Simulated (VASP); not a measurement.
Wanted: the native input for a VASP 6.6.1 run.

- Task: relaxation of cell and atoms
- Functional: PBE
- Potentials or basis: VASP PAW PBE potentials, release 64 (Na_sv, Os_sv_GW)
- Cutoff: 1130 eV
- k mesh: 4 × 4 × 4
- Occupations: gaussian, width 0.1 eV
- Spin: no spin polarisation
- Dipole correction: no
- Further INCAR settings: ALGO = Normal; EDIFF = 1e-07; IBRION = 2; EDIFFG = -0.04; NSW = 90; ISIF = 3

The structure of Na4Os lies in POSCAR:

```
Na4Os
1.0
    4.7274055300      0.0000000000      0.0000000000
    0.0000000000      4.7274055300      0.0000000000
    0.0000000000      0.0000000000      4.7274055300
Na Os
4 1
Direct
    0.2500000000      0.2500000000      0.2500000000
    0.7500000000      0.7500000000      0.2500000000
    0.2500000000      0.7500000000      0.7500000000
    0.7500000000      0.2500000000      0.7500000000
    0.0000000000      0.0000000000      0.0000000000
```

The cell was generated, and may not be a known phase.

These files were run (other wordings do the same):

INCAR

```
SYSTEM = Na4Os
ALGO     = Normal         ! electronic algorithm
EDIFF    = 1E-7           ! SCF threshold, eV
EDIFFG   = -0.04          ! ionic threshold
ENCUT    = 1130           ! plane-wave cutoff, eV
GGA      = PE             ! functional
GGA_COMPAT= .False.      
IBRION   = 2              ! ionic algorithm
ISIF     = 3              ! what is computed and relaxed
ISMEAR   = 0              ! smearing method
LASPH    = .True.         ! aspherical terms in the spheres
LCHARG   = .False.        ! write CHGCAR
LREAL    = .False.        ! projectors in reciprocal space
LWAVE    = .False.        ! write WAVECAR
NELM     = 120            ! most SCF steps
NELMIN   = 4            
NSW      = 90             ! ionic steps
PREC     = Accurate       ! precision mode
SIGMA    = 0.1            ! smearing width, eV
```

KPOINTS

```
k-points
0
Gamma
  4 4 4
  0 0 0
```

Potentials or basis: VASP PAW PBE potentials, release 64 (Na_sv, Os_sv_GW).

The run is started by

```sh
$ cat potpaw_PBE.64/Na_sv/POTCAR potpaw_PBE.64/Os_sv_GW/POTCAR > POTCAR
$ mpirun -np 1 vasp_std > vasp.out
```

Results of the run:

| Item | Value |
| --- | --- |
| Relaxed volume | 33.40 Å³/atom |
| Relaxed cell | a = 5.507 Å, b = 5.507 Å, c = 5.507 Å, α = 90.00°, β = 90.00°, γ = 90.00° |
| Space group after relaxing (to 0.1 Å) | P-43m (No. 215) |
| Energy gained by relaxing | 1187.4 meV/atom |
| Ionic steps | 4 |
| Pressure after relaxing | 0.0 GPa |
| Band gap on the k mesh | zero (bands 26 and 27 overlap by 0.19 eV) |

Caveat: the volume moved by over 15 % at a fixed basis, so the end points are rough; spin-orbit coupling is left out, which moves the levels of the heavy elements.

Wall time 7.1 min on 1 thread of Intel(R) Xeon(R) Platinum 8259CL CPU @ 2.50GHz (Skylake/Cascade Lake), on a shared host, peak memory 0.48 GiB.
